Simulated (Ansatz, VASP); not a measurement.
# Ir in VASP and in Ansatz

```
Ir
1.0
     0.00000    2.76497    2.76497
     2.76497    0.00000    2.76497
     2.76497    2.76497    0.00000
Ir
2
Direct
  0.50000 0.50000 0.50000
  0.75000 0.75000 0.75000
```

Alike in both runs: task relaxation of cell and atoms; functional r2SCAN; k mesh 14 × 14 × 14; occupations gaussian, width 0.1 eV; no spin polarisation.

```csv
,VASP,Ansatz
version,VASP 6.6.1,Ansatz 0.2.0
potentials or method,"VASP PAW PBE potentials, release 64 (Ir), cutoff 600 eV","scalar-relativistic, plane waves, PAW"
valence electrons in the cell,18,34
```

|  | VASP | Ansatz | Ansatz less VASP |
| --- | --- | --- | --- |
| gap on the k mesh at the Fermi level, each at its own relaxed structure (eV) | none | none | - |
| relaxed volume (Å³/atom) | 21.11 | 21.07 | -0.043 |
| relaxed length of the cell vector where the two differ most in proportion (Å) | 3.909 | 3.906 | -0.0026 |

VASP's potentials were made for PBE, not for r2SCAN. A gap of «none» marks a metal or a gap that the smearing closes. VASP's potentials hold 18 valence electrons a cell and Ansatz's 34, so a difference there can come from the potentials and not from the codes.

Spin-orbit coupling is off throughout.
